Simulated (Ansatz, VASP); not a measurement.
One calculation of Si3C4, two programs

```xyz
7
Lattice="3.0029 0.0000 0.0000 -1.5015 2.6006 0.0000 0.0000 0.0000 8.8960" Properties=species:S:1:pos:R:3 pbc="T T T"
Si    0.0000    0.0000    4.4480
Si    1.5015    0.8669    1.5422
Si    0.0000    1.7338    7.3538
C     0.0000    0.0000    0.7601
C     0.0000    1.7338    5.5295
C     0.0000    0.0000    8.1359
C     1.5015    0.8669    3.3665
```

Change from the starting cell: species swapped into the Cr3Te4 type (C2/m, No. 12).

Alike in both runs: task single point; functional PBE; k mesh 6 × 6 × 2; occupations gaussian, width 0.1 eV; collinear spin.

```csv
,VASP,Ansatz
version,VASP 6.6.1,Ansatz 0.2.0
potentials or method,"VASP PAW PBE potentials, release 64 (Si, C), cutoff 520 eV","scalar-relativistic, plane waves, PAW"
valence electrons in the cell,28,28
```

VASP gave:

- gap on the k mesh at the Fermi level (eV): none
- pressure (GPa): -0.1
- traceless stress, the component that is largest in VASP (GPa): 0.08
- rms of the force components (eV/Å): 0.012
- net moment per atom (μB): 0.00

Question: Which values does Ansatz return?

Answer: gap on the k mesh at the Fermi level (eV): none; pressure (GPa): -0.1; traceless stress, the component that is largest in VASP (GPa): 0.00; rms of the force components (eV/Å): 0.003; net moment per atom (μB): 0.00.

Atom by atom the forces differ by 0.013 eV/Å (rms over components). A gap of «none» marks a metal or a gap that the smearing closes. Ansatz's warnings: seeded moment not kept.

The k mesh is coarse, so the values compare programs but aren't converged.
